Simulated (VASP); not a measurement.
Crystal: AgCl.

```
CELL_PARAMETERS angstrom
3.43397 0.00000 0.00000
0.00000 3.43397 0.00000
0.00000 0.00000 3.43397
ATOMIC_POSITIONS crystal
Ag 0.00000 0.00000 0.00000
Cl 0.50000 0.50000 0.50000
```

Base run:

```yaml
Program: VASP 6.6.1
Functional: PBE
Potentials_or_basis: VASP PAW PBE potentials, release 64 (Ag, Cl)
Cutoff: 500 eV
k_mesh: 5 × 5 × 5
Occupations: gaussian, width 0.1 eV
Spin: no spin polarisation
```

Its results: band gap on the k mesh 0.67 eV, indirect (least direct gap 2.07 eV); pressure -0.2 GPa.

Q: The run is repeated on the same cell with these changes: k mesh from 5 × 5 × 5 to 6 × 6 × 6. What comes out?

A: Band gap on the k mesh 0.57 eV, indirect (least direct gap 2.07 eV); pressure -0.2 GPa.

A k mesh can miss the band edges.
